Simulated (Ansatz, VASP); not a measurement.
**One calculation of Cd2TeI2, two programs**

```
CELL_PARAMETERS angstrom
4.01551 0.00000 0.00000
0.00000 4.01551 0.00000
0.00000 0.00000 13.14683
ATOMIC_POSITIONS crystal
Cd 0.50000 0.50000 0.00000
Cd 0.50000 0.50000 0.50000
Te 0.00000 0.00000 0.00000
I 0.00000 0.00000 0.36144
I 0.00000 0.00000 0.63856
```

Alike in both runs: functional PBE; k mesh 10 × 10 × 4; occupations gaussian, width 0.1 eV; no spin polarisation.

Ansatz relaxed the structure, and its values are those at the end. VASP's run is a single point on that final structure, the one shown.

|  | VASP | Ansatz |
| --- | --- | --- |
| version | VASP 6.6.1 | Ansatz 0.2.0 |
| potentials or method | VASP PAW PBE potentials, release 64 (Cd, Te, I), cutoff 520 eV | scalar-relativistic, plane waves, PAW |
| valence electrons in the cell | 44 | 90 |

|  | VASP | Ansatz | Ansatz less VASP |
| --- | --- | --- | --- |
| gap on the k mesh at the Fermi level (eV) | none | none | - |
| pressure (GPa) | 0.1 | 0.0 | -0.09 |

A gap of «none» marks a metal or a gap that the smearing closes. VASP's potentials hold 44 valence electrons a cell and Ansatz's 90, so a difference there can come from the potentials and not from the codes.

Neither program's run includes spin-orbit coupling.
